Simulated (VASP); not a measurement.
# Ga2O3 (P-3m1) in VASP: settings compared

Ga2O3 is run at these levels: PBEsol, r2SCAN+rVV10; tasks: single point, relaxation of cell and atoms.

Everything below comes from runs of VASP 6.6.1. Logs are shortened: lines on timing, memory, paths and dates and some standing lists are left out, and cuts for length are marked.

## Step 1: The cell of the first run

Symmetry: P-3m1, No. 164, trigonal system. Conventional cell: a = 2.993 Å, b = 2.993 Å, c = 6.958 Å, α = 90.00°, β = 90.00°, γ = 120.00°. Within 2.5 Å of Ga (site symmetry 3m) lie 6 O at 1.88 to 2.22 Å. O (site symmetry 3m) has 3 Ga at 1.88 Å within 2.5 Å. O (site symmetry -3m) has 6 Ga at 2.22 Å and 12 O at 2.74 to 2.99 Å within 3.0 Å.

## Step 2: Single point, PBEsol

File INCAR:

```
SYSTEM = Ga2O3
PREC     = Accurate       ! precision mode
ENCUT    = 520            ! plane-wave cutoff, eV
EDIFF    = 1E-7           ! SCF threshold, eV
ISMEAR   = -1             ! smearing method
SIGMA    = 0.03           ! smearing width, eV
LREAL    = .False.        ! projectors in reciprocal space
LASPH    = .True.         ! aspherical terms in the spheres
NELM     = 100            ! most SCF steps
ALGO     = Normal         ! electronic algorithm
ISIF     = 2              ! what is computed and relaxed
LWAVE    = .False.        ! write WAVECAR
LCHARG   = .True.         ! write CHGCAR
GGA      = PS             ! functional
LELF     = .True.         ! ELF
LVHAR    = .True.       
NBANDS   = 30             ! bands
```

File KPOINTS:

```
Automatic mesh
0
Gamma
  9 9 4
  0 0 0
```

File POSCAR:

```
Ga2O3
1.0
    2.9934451027      0.0000000000      0.0000000000
   -1.4967225514      2.5923995038      0.0000000000
    0.0000000000      0.0000000000      6.9579395687
Ga O
2 3
Direct
    0.6666666667      0.3333333333      0.7995331009
    0.3333333333      0.6666666667      0.2004668991
    0.6666666667      0.3333333333      0.3054905292
    0.3333333333      0.6666666667      0.6945094708
    0.0000000000      0.0000000000      0.0000000000
```

Potentials or basis: VASP PAW PBE potentials, release 64 (Ga_d, O).

Launch:

```console
$ cat potpaw_PBE.64/Ga_d/POTCAR potpaw_PBE.64/O/POTCAR > POTCAR
$ mpirun -np 1 vasp_std > vasp.out
```

OUTCAR:

```text
SYSTEM = Ga2O3
   PREC = Accurate
   ENCUT = 520
   EDIFF = 1E-7
   ISMEAR = -1
   LREAL = .False.
   LASPH = .True.
   NELM = 100
   ISIF = 2
   GGA = PS

 ion  position               nearest neighbor table
   1  0.667  0.333  0.800-   4 1.88   4 1.88   4 1.88   5 2.22   5 2.22   5 2.22
   2  0.333  0.667  0.200-   3 1.88   3 1.88   3 1.88   5 2.22   5 2.22   5 2.22
   3  0.667  0.333  0.305-   2 1.88   2 1.88   2 1.88
   4  0.333  0.667  0.695-   1 1.88   1 1.88   1 1.88
   5  0.000  0.000  0.000-   1 2.22   2 2.22   1 2.22   2 2.22   1 2.22   2 2.22

  LATTYP: Found a hexagonal cell.
 ALAT       =     2.9934451027
 C/A-ratio  =     2.3243919063

  Lattice vectors:

 A1 = (   2.9934451027,   0.0000000000,   0.0000000000)
 A2 = (  -1.4967225514,   2.5923995038,   0.0000000000)
 A3 = (   0.0000000000,   0.0000000000,   6.9579395687)

Analysis of symmetry for initial positions (statically):
=====================================================================
 Subroutine PRICEL returns:
 Original cell was already a primitive cell.

 Routine SETGRP: Setting up the symmetry group for a
 hexagonal supercell.

 Subroutine GETGRP returns: Found 12 space group operations
 (whereof 12 operations were pure point group operations)
 out of a pool of 24 trial point group operations.

The static configuration has the point symmetry D_3d.

Analysis of symmetry for dynamics (positions and initial velocities):
=====================================================================
 Subroutine PRICEL returns:
 Original cell was already a primitive cell.

 Routine SETGRP: Setting up the symmetry group for a
 hexagonal supercell.

 Subroutine GETGRP returns: Found 12 space group operations
 (whereof 12 operations were pure point group operations)
 out of a pool of 24 trial point group operations.

The dynamic configuration has the point symmetry D_3d.

 Subroutine INISYM returns: Found 12 space group operations
 (whereof 12 operations are pure point group operations),
 and found     1 'primitive' translations

----------------------------------------------------------------------------------------

                                     Primitive cell

  volume of cell :      53.9950

  direct lattice vectors                    reciprocal lattice vectors
     2.993445103  0.000000000  0.000000000     0.334063250  0.192871507  0.000000000
    -1.496722551  2.592399504  0.000000000     0.000000000  0.385743015  0.000000000
[... 86 lines left out ...]
   LNONCOLLINEAR =      F non collinear calculations
   LSORBIT =      F    spin-orbit coupling
   LASPH  =      T    aspherical Exc in radial PAW
   ENCUT  =  520.0 eV  38.22 Ry    6.18 a.u.   5.57  5.57 12.94*2*pi/ulx,y,z
   NELM   =    100;   NELMIN=  2; NELMDL= -5     # of ELM steps
   EDIFF  = 0.1E-06   stopping-criterion for ELM
   LREAL  =      F    real-space projection
   EDIFFG = 0.1E-05   stopping-criterion for IOM
   NSW    =      0    number of steps for IOM
   IBRION =     -1    ionic relax: 0-MD 1-quasi-New 2-CG
   NFREE  =      0    steps in history (QN), initial steepest desc. (CG)
   ISIF   =      2    stress and relaxation
   ISYM   =      2    0-nonsym 1-usesym 2-fastsym
   POTIM  = 0.5000    time-step for ionic-motion
   TEBEG  =    0.0;   TEEND  =   0.0 temperature during run
   PSTRESS=    0.0 pullay stress
   NELECT =      44.0000    total number of electrons
   NUPDOWN=      -1.0000    fix difference up-down
   EMIN   =  10.00;   EMAX   =-10.00  energy-range for DOS
   EFERMI =   0.00;   METHOD = LEGACY
   ISMEAR =    -1;   SIGMA  =   0.03  broadening in eV -4-tet -1-fermi 0-gaus
   EFERMI_NEDOS =   21; number of points for ismear=-14 and -15
   IALGO  =     38    algorithm
   IMIX   =      4    mixing-type and parameters
     AMIX     =   0.40;   BMIX     =  1.00
     AMIX_MAG =   1.60;   BMIX_MAG =  1.00
  volume/ion in A,a.u.               =      10.80        72.88
  Fermi-wavevector in a.u.,A,eV,Ry     =   1.529118  2.889615 31.813182  2.338203
  Thomas-Fermi vector in A             =   2.636783
   LORBIT       =      0    0 simple, 1 ext, 2 COOP (PROOUT), +10 PAW based schemes
   GGA     = PS    functional components
   LHFCALC =     F    Hartree Fock is set to
   AEXX    =    0.0000 exact exchange contribution
   IVDW    =     0    specifies the selected vdW correction
   LEPSILON=     F    determine dielectric tensor
   LRPA    =     F    only Hartree local field effects (RPA)
 non-spin polarized calculation
  energy-cutoff  :      520.00
  volume of cell :       54.00
 maximum number of plane-waves:      1502
 NGX is ok and might be reduce to    24
   NGX = 11   NGY = 11   NGZ = 25

 number of electron      44.0000033 magnetization

 Free energy of the ion-electron system (eV)
  ---------------------------------------------------
  ext. energy  EPLUGINS =         0.00000000
  ---------------------------------------------------
  free energy    TOTEN  =       -31.17369531 eV

  energy without entropy =      -31.17369531  energy(sigma->0) =      -31.17369531

 E-fermi :   3.8725     XC(G=0): -11.6160

 val. band max:        3.2820737131   @ k =   0.0000   0.0000   0.0000
 cond. band min:       5.7258527437   @ k =   0.0000   0.0000   0.0000
 fundamental gap:      2.4437790306
 Fermi energy:         3.8725160895

 k-point     1 :       0.0000    0.0000    0.0000
  band No.  band energies     occupation
      1     -15.6616      2.00000
      2     -14.8118      2.00000
      3     -13.5285      2.00000
      4      -9.6604      2.00000
      5      -9.6604      2.00000
      6      -9.6104      2.00000
[... 781 lines left out ...]
     29      16.0611      0.00000
     30      16.4022      0.00000

 [... further k-points ...]
[... 5 lines left out ...]
  --------------------------------------------------------------------------------------
  -------------------------------------------------------------------------------------
  Total        0.2229667      0.2229667      0.0803096     -0.0000000      0.0000000     -0.0000000
  in kB        6.6160192      6.6160192      2.3830008     -0.0000000      0.0000000     -0.0000000
  external PRESSURE =       5.2050131 kB  Pullay stress =       0.0000000 kB

 VOLUME and BASIS-vectors are now :
 -----------------------------------------------------------------------------
  energy-cutoff  :      520.00
  volume of cell :       54.00
      direct lattice vectors                 reciprocal lattice vectors
     2.993445103  0.000000000  0.000000000     0.334063250  0.192871507  0.000000000
    -1.496722551  2.592399504  0.000000000     0.000000000  0.385743015  0.000000000
     0.000000000  0.000000000  6.957939569     0.000000000  0.000000000  0.143720708

 POSITION                                       TOTAL-FORCE (eV/Angst)
 -----------------------------------------------------------------------------------
      1.49672      0.86413      5.56310         0.000000      0.000000     -0.069635
     -0.00000      1.72827      1.39484        -0.000000      0.000000      0.069635
      1.49672      0.86413      2.12558        -0.000000     -0.000000     -0.012617
     -0.00000      1.72827      4.83235         0.000000      0.000000      0.012617
      0.00000      0.00000      0.00000        -0.000000      0.000000      0.000000
 -----------------------------------------------------------------------------------
    total drift:                                0.000000     -0.000000     -0.000000

  FREE ENERGIE OF THE ION-ELECTRON SYSTEM (eV)
  ---------------------------------------------------
  free  energy   TOTEN  =       -31.1736953112 eV

  energy  without entropy=      -31.1736953111  energy(sigma->0) =      -31.17369531
```

OSZICAR:

```text
N       E                     dE             d eps       ncg     rms          rms(c)
DAV:   1     0.418560159597E+03    0.41856E+03   -0.21381E+04  2946   0.263E+03
DAV:   2     0.234278007638E+02   -0.39513E+03   -0.37043E+03  2872   0.591E+02
DAV:   3    -0.326382733552E+02   -0.56066E+02   -0.55196E+02  2900   0.167E+02
DAV:   4    -0.349838251522E+02   -0.23456E+01   -0.23357E+01  3332   0.374E+01
DAV:   5    -0.350271399610E+02   -0.43315E-01   -0.43295E-01  2952   0.475E+00    0.112E+01
DAV:   6    -0.312126344513E+02    0.38145E+01   -0.10076E+01  4258   0.537E+01    0.340E+00
DAV:   7    -0.312261624850E+02   -0.13528E-01   -0.11725E+00  2688   0.809E+00    0.235E+00
DAV:   8    -0.311893409820E+02    0.36822E-01   -0.21788E-01  3732   0.436E+00    0.946E-01
DAV:   9    -0.311731072465E+02    0.16234E-01   -0.45806E-02  3932   0.296E+00    0.172E-01
DAV:  10    -0.311734714168E+02   -0.36417E-03   -0.64798E-03  2834   0.529E-01    0.608E-02
DAV:  11    -0.311736758226E+02   -0.20441E-03   -0.37283E-04  3656   0.163E-01    0.182E-02
DAV:  12    -0.311736924398E+02   -0.16617E-04   -0.42156E-05  3010   0.516E-02    0.804E-03
DAV:  13    -0.311736952475E+02   -0.28077E-05   -0.10784E-05  3128   0.247E-02    0.516E-03
DAV:  14    -0.311736952382E+02    0.93733E-08   -0.10891E-06  3172   0.878E-03    0.186E-03
DAV:  15    -0.311736953112E+02   -0.73022E-07   -0.25102E-07  2936   0.540E-03
   1 F= -.31173695E+02 E0= -.31173695E+02  d E =-.517525E-10
```

stdout:

```text
POSCAR found type information on POSCAR GaO
 POSCAR found :  2 types and       5 ions
 scaLAPACK will be used
 -----------------------------------------------------------------------------
|                                                                             |
|                                                                             |
|     You enforced a specific xc type in the INCAR file but a different       |
|     I HOPE YOU KNOW WHAT YOU ARE DOING!                                     |
|                                                                             |
 -----------------------------------------------------------------------------

 LDA part: xc-table for (Slater+PW92), standard interpolation
 POSCAR, INCAR and KPOINTS ok, starting setup
 FFT: planning ... GRIDC
 FFT: planning ... GRID_SOFT
 FFT: planning ... GRID
 WAVECAR not read
 entering main loop
```

It took 43 s on 1 thread of Intel Xeon Platinum 8488C (Sapphire Rapids), shared host; peak memory 0.2 GiB.

What came out:

```yaml
Free_energy: -31.1737 eV
Pressure: 0.5 GPa
Largest_force: 0.070 eV/Å
Band_gap_on_the_k_mesh: 2.44 eV
```

Forces in eV/Å, atoms in the order of the input:
```
Ga   0.000  0.000 -0.070
Ga   0.000  0.000  0.070
O    0.000  0.000 -0.013
O    0.000  0.000  0.013
O    0.000  0.000  0.000
```

Caveat: the PAW data sets were made with another functional, which shifts forces and pressure a little; an odd mesh through Γ misses points on the zone boundary, where band edges can lie.

## Step 3: Single point, r2SCAN+rVV10

This run uses another cell than the first one, of 10.29 Å³/atom.

File POSCAR:

```
Ga2O3
1.0
    2.9885514160      0.0000000000      0.0000000000
   -1.4942757080      2.5881614468      0.0000000000
    0.0000000000      0.0000000000      6.6513050683
Ga O
2 3
Direct
    0.6666666667      0.3333333333      0.7907622158
    0.3333333333      0.6666666667      0.2092377842
    0.6666666667      0.3333333333      0.3163360388
    0.3333333333      0.6666666667      0.6836639612
    0.0000000000      0.0000000000      0.0000000000
```

File INCAR.step1:

```
SYSTEM = Ga2O3
  PREC = Accurate
  ENCUT = 520
  ISMEAR = -1
  SIGMA = 0.03
  LREAL = .False.
  LASPH = .True.
  NELM = 80
  NBANDS = 30
  GGA = PE
  ALGO = Normal
  EDIFF = 1E-4
  LWAVE = .True.
  LCHARG = .False.
```

File INCAR.step2:

```
SYSTEM = Ga2O3
  PREC = Accurate
  ENCUT = 520
  EDIFF = 1E-6
  ISMEAR = -1
  SIGMA = 0.03
  LREAL = .False.
  LASPH = .True.
  NELM = 80
  ALGO = Normal
  ISIF = 2
  LWAVE = .False.
  LCHARG = .False.
  METAGGA = R2SCAN
  LMIXTAU = .True.
  LUSE_VDW = .True.
  IVDW_NL = 2
  BPARAM = 11.95
  CPARAM = 0.0093
  NBANDS = 30
  ISTART = 1
```

File KPOINTS:

```
Automatic mesh
0
Gamma
  12 12 4
  0 0 0
```

Potentials or basis: VASP PAW PBE potentials, release 64 (Ga_d, O).

Launch:

```console
$ cat potpaw_PBE.64/Ga_d/POTCAR potpaw_PBE.64/O/POTCAR > POTCAR
$ cp INCAR.step1 INCAR
$ mpirun -np 1 vasp_std > vasp.out
$ cp INCAR.step2 INCAR
$ mpirun -np 1 vasp_std > vasp.out
```

Run time: 4.6 min. Hardware: 1 thread of Intel Xeon Platinum 8488C (Sapphire Rapids), shared host; peak memory 0.34 GiB.

The run converged. Its results:

| Quantity | Value |
| --- | --- |
| Free energy | -49.0547 eV |
| Pressure | 1.9 GPa |
| Largest force | 0.111 eV/Å |
| Band gap on the k mesh | 2.94 eV |

Forces in eV/Å, atoms in the order of the input:
```
Ga   0.000  0.000  0.039
Ga   0.000  0.000 -0.039
O    0.000  0.000  0.111
O    0.000  0.000 -0.111
O    0.000  0.000  0.000
```

Stress tensor (GPa, compression positive):
```
2.51 0.00 0.00
0.00 2.51 0.00
0.00 0.00 0.79
```

Levels at points of the mesh, in eV from the valence-band top:
```
           k point  band 20  band 21  band 22  band 23  band 24  band 25
(0.00, 0.00, 0.00)    -1.04    -1.04     0.00     2.94     6.33     7.22
(0.50, 0.00, 0.00)    -1.63    -0.94    -0.86     4.94     8.35     8.82
(0.00, 0.00, 0.50)    -1.12    -1.09    -1.09     4.08     5.59     7.15
(0.50, 0.00, 0.50)    -2.03    -0.83    -0.35     5.24     8.11     8.15
```

Caveat: the PAW data sets were made with another functional, which shifts forces and pressure a little.

## Step 4: Relaxation of cell and atoms, PBEsol

This run uses another cell than the first one, of 10.57 Å³/atom.

File INCAR:

```
SYSTEM = Ga2O3
PREC     = Accurate       ! precision mode
ENCUT    = 600            ! plane-wave cutoff, eV
EDIFF    = 1E-7           ! SCF threshold, eV
ISMEAR   = -1             ! smearing method
SIGMA    = 0.03           ! smearing width, eV
LREAL    = .False.        ! projectors in reciprocal space
LASPH    = .True.         ! aspherical terms in the spheres
NELM     = 60             ! most SCF steps
ALGO     = Normal         ! electronic algorithm
ISIF     = 3              ! what is computed and relaxed
LWAVE    = .False.        ! write WAVECAR
LCHARG   = .False.        ! write CHGCAR
GGA      = PS             ! functional
IBRION   = 2              ! ionic algorithm
NSW      = 100            ! ionic steps
EDIFFG   = -0.01          ! ionic threshold
```

File KPOINTS:

```
Automatic mesh
0
Gamma
  9 9 4
  0 0 0
```

File POSCAR:

```
Ga2O3
1.0
    3.3987339800      0.0000000000      0.0000000000
   -1.6993669900      2.9433899700      0.0000000000
    0.0000000000      0.0000000000      5.2846802300
Ga O
2 3
Direct
    0.6666666700      0.3333333300      0.7537643200
    0.3333333300      0.6666666700      0.2462356800
    0.6666666700      0.3333333300      0.3541093500
    0.3333333300      0.6666666700      0.6458906500
    0.0000000000      0.0000000000      0.0000000000
```

Launch:

```console
$ cat potpaw_PBE.64/Ga_d/POTCAR potpaw_PBE.64/O/POTCAR > POTCAR
$ mpirun -np 1 vasp_std > vasp.out
```

It took 10 min on 1 thread of Intel Xeon Platinum 8488C (Sapphire Rapids), shared host; peak memory 0.22 GiB.

The run converged. Its results:

| Item | Value |
| --- | --- |
| Free energy | -31.1419 eV |
| Relaxed volume | 10.28 Å³/atom |
| Relaxed cell | a = 3.008 Å, b = 3.008 Å, c = 6.557 Å, α = 90.00°, β = 90.00°, γ = 120.00° |
| Space group after relaxing (to 0.1 Å) | P-3m1 (No. 164) |
| Energy gained by relaxing | 299.7 meV/atom |
| Ionic steps | 20 |
| Pressure after relaxing | 0.0 GPa |
| Largest force after relaxing | 0.008 eV/Å |
| Band gap on the k mesh | 2.09 eV |

Forces on the atoms (eV/Å):
```
Ga   0.000  0.000  0.005
Ga   0.000  0.000 -0.005
O    0.000  0.000 -0.008
O    0.000  0.000  0.008
O    0.000  0.000  0.000
```

Stress tensor (GPa, compression positive):
```
0.01 0.00 0.00
0.00 0.01 0.00
0.00 0.00 0.12
```

Step by step:
```
step  energy change (eV)  largest force (eV/Å)  pressure (GPa)  volume (Å³)
   1              0.0000                1.1256          -17.62        52.87
   2             -0.5331                1.7322           21.33        44.34
   3             -0.6798                0.7840            5.76        46.71
   4             -0.9685                1.0352            5.26        47.13
   5             -1.1788                2.0472           11.29        47.51
   6             -1.3504                1.3252            3.91        49.11
   7             -1.3957                0.7917           -0.74        50.25
   8             -1.3969                0.7033           -1.44        50.44
   9             -1.4268                0.4723           -0.81        50.23
  10             -1.4579                0.4341            1.09        49.70
  11             -1.4685                0.2646            1.13        49.87
  12             -1.4772                0.2204            1.18        50.21
  13             -1.4842                0.1421           -0.29        50.70
  14             -1.4869                0.0992           -1.84        51.24
  15             -1.4916                0.0890           -1.46        51.29
  16             -1.4981                0.0634           -0.31        51.39
  17             -1.4982                0.0605           -0.14        51.41
  18             -1.4985                0.0345            0.05        51.38
  19             -1.4986                0.0199            0.27        51.34
  20             -1.4987                0.0085            0.04        51.40
```

Final structure:
```
CELL_PARAMETERS angstrom
3.00845 0.00000 0.00000
-1.50423 2.60540 0.00000
0.00000 0.00000 6.55705
ATOMIC_POSITIONS crystal
Ga 0.66667 0.33333 0.78815
Ga 0.33333 0.66667 0.21185
O 0.66667 0.33333 0.32020
O 0.33333 0.66667 0.67980
O 0.00000 0.00000 0.00000
```

Levels at points of the mesh, in eV from the valence-band top:
| k point | band 20 | band 21 | band 22 | band 23 | band 24 | band 25 |
| --- | --- | --- | --- | --- | --- | --- |
| (0.00, 0.00, 0.00) | -1.13 | -1.13 | 0.00 | 2.09 | 5.39 | 6.25 |
| (0.00, 0.00, 0.50) | -1.26 | -1.17 | -1.17 | 3.37 | 4.72 | 6.07 |

Caveat: a cell axis changed by over 15 % at a fixed basis, so the end point is rough; the PAW data sets were made with another functional, which shifts forces and pressure a little.

## Step 5: Summary

| task | level | cell | k mesh | cutoff (eV) | gap on the mesh (eV) | pressure (GPa) | largest force (eV/Å) |
| --- | --- | --- | --- | --- | --- | --- | --- |
| single point | PBEsol | a = 2.993, b = 2.993, c = 6.958 Å, angles 90.0, 90.0, 120.0°, 5 atoms, atomic positions A | 9 × 9 × 4 | 520 | 2.44 | 0.5 | 0.07 |
| single point | r2SCAN+rVV10 | a = 2.989, b = 2.989, c = 6.651 Å, angles 90.0, 90.0, 120.0°, 5 atoms, atomic positions B | 12 × 12 × 4 | 520 | 2.94 | 1.9 | 0.11 |
| relaxation of cell and atoms | PBEsol | relaxed from a = 3.399, b = 3.399, c = 5.285 Å, angles 90.0, 90.0, 120.0°, 5 atoms, atomic positions C | 9 × 9 × 4 | 600 | 2.09 | 0.0 | 0.01 |

Alike in all rows: potentials or basis VASP PAW PBE potentials, release 64 (Ga_d, O); no spin polarisation; smearing fermi-dirac 0.03 eV.

Caveats: the PAW data sets were made with another functional, which shifts forces and pressure a little; an odd mesh through Γ misses points on the zone boundary, where band edges can lie (at least some runs); a cell axis changed by over 15 % at a fixed basis, so the end point is rough (at least some runs).

Absolute energies hang on the potentials; compare differences alone.
